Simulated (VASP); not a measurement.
Set up this calculation in VASP 6.6.1, as the native input.

| Property | Result |
| --- | --- |
| Task | single point |
| Functional | PBE |
| Potentials or basis | VASP PAW PBE potentials, release 64 (K_sv, Al) |
| Cutoff | 520 eV |
| k mesh | 4 × 4 × 4 |
| Occupations | gaussian, width 0.1 eV |
| Spin | no spin polarisation |
| Dipole correction | no |
| Further INCAR settings | ALGO = Normal; EDIFF = 1e-07; NBANDS = 17 |

The structure of KAl3 lies in POSCAR:

```
KAl3
1.0
    4.5221211071      0.0000000000      0.0000000000
    0.0000000000      4.5221211071      0.0000000000
    0.0000000000      0.0000000000      4.5221211071
K Al
1 3
Direct
    0.0000000000      0.0000000000      0.0000000000
    0.0000000000      0.5000000000      0.5000000000
    0.5000000000      0.0000000000      0.5000000000
    0.5000000000      0.5000000000      0.0000000000
```

One way to write it, as run:

INCAR

```
  ALGO = Normal
  EDIFF = 1E-7
  ENCUT = 520
  GGA = PE
  ISIF = 2
  ISMEAR = 0
  LASPH = T
  LCHARG = F
  LREAL = F
  LWAVE = F
  NBANDS = 17
  NELM = 60
  PREC = Accurate
  SIGMA = 0.1
```

KPOINTS

```
k-points
0
Gamma
  4 4 4
```

Potentials or basis: VASP PAW PBE potentials, release 64 (K_sv, Al).

Launch:

```sh
$ cat potpaw_PBE.64/K_sv/POTCAR potpaw_PBE.64/Al/POTCAR > POTCAR
$ mpirun -np 1 vasp_std > vasp.out
```

It gave:

```json
{
  "Pressure": "0.3 GPa",
  "Band gap on the k mesh": "zero (band 9 reaches 5.23 eV, above the bottom of band 10 at 2.86 eV)"
}
```

Run time: 13 s on 1 thread of AMD EPYC 7R13 Processor (Zen 3), with other jobs on the host, peak memory 0.17 GiB.
